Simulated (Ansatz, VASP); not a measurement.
# RbBr: VASP and Ansatz over several settings

```
Rb Br
1.0
     0.00000    3.38068    3.38068
     3.38068    0.00000    3.38068
     3.38068    3.38068    0.00000
Rb Br
1 1
Direct
  0.00000 0.00000 0.00000
  0.50000 0.50000 0.50000
```

Single points on this cell with VASP 6.6.1 and Ansatz 0.2.0. Each row is one pair of runs. Alike in all rows: spin: off; smearing: fermi-dirac, width 0.05 eV.

| level | k mesh | VASP's potentials, cutoff | Ansatz's potentials, cutoff | gap on the k mesh at the Fermi level (eV), VASP | gap on the k mesh at the Fermi level (eV), Ansatz | least direct gap on the mesh (eV), VASP | least direct gap on the mesh (eV), Ansatz | pressure (GPa), VASP | pressure (GPa), Ansatz |
| --- | --- | --- | --- | --- | --- | --- | --- | --- | --- |
| LDA | 7 × 7 × 7 | VASP PAW LDA potentials, release 64 (Rb_sv, Br), 520 eV | Ansatz PAW, 420 eV | 4.06 | 4.05 | 4.06 | 4.05 | -0.6 | -0.7 |
| PBE | 7 × 7 × 7 | VASP PAW PBE potentials, release 64 (Rb_sv, Br), 520 eV | Ansatz PAW, 420 eV | 4.47 | 4.47 | 4.47 | 4.47 | 1.8 | 1.7 |
| HSE06 | 4 × 4 × 4 | VASP PAW PBE potentials, release 64 (Rb_sv, Br), 520 eV | Ansatz PAW, 420 eV | 5.64 | 5.64 | 5.64 | 5.64 | 1.5 | 1.5 |
| r2SCAN | 7 × 7 × 7 | VASP PAW PBE potentials, release 64 (Rb_sv, Br), 520 eV | Ansatz PAW, 500 eV | 5.08 | 5.08 | 5.08 | 5.08 | 1.2 | 1.2 |

Gap on the k mesh at the fermi level (eV): the two programs differ by at most 0.01; least direct gap on the mesh (eV): the two programs differ by at most 0.01; pressure (GPa): the two programs differ by at most 0.06.

Noted on Ansatz's runs: odd divisions of the mesh miss points on the zone boundary, where band edges often lie, so the gap on the mesh can be too wide.
